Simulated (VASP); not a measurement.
Runs of VASP 6.6.1 on Ge. The structure is that of space group Fd-3m (No. 227), or close to it. The cells are those of the table. 

```csv
cell,gap on the mesh (eV),pressure (GPa)
"a = 3.967 Å, angles 60.0°, 2 atoms",0.26,5.5
"a = 3.898 Å, angles 60.0°, 2 atoms",0.43,10.6
"a = 4.066 Å, angles 60.0°, 2 atoms",none,0.4
"a = 4.034 Å, angles 60.0°, 2 atoms",none,1.9
"a = 4.130 Å, angles 60.0°, 2 atoms",none,-2.1
"a = 4.001 Å, angles 60.0°, 2 atoms",-,3.6
"a = 4.098 Å, angles 60.0°, 2 atoms",none,(a)
"a = 3.933 Å, angles 60.0°, 2 atoms",0.35,(b)
```

Alike in all rows: task single point; level PBE; potentials or basis VASP PAW PBE potentials, release 64 (Ge_d); no spin polarisation; k mesh 6 × 6 × 6; cutoff (eV) 520; smearing fermi-dirac 0.05 eV.

Task: Estimate the missing entries.

Result: (a) -0.9; (b) 7.9.

A k mesh can miss the band edges, and the runs leave out spin-orbit coupling on Ge.

A gap of «none» marks levels without a gap at the run's occupations.
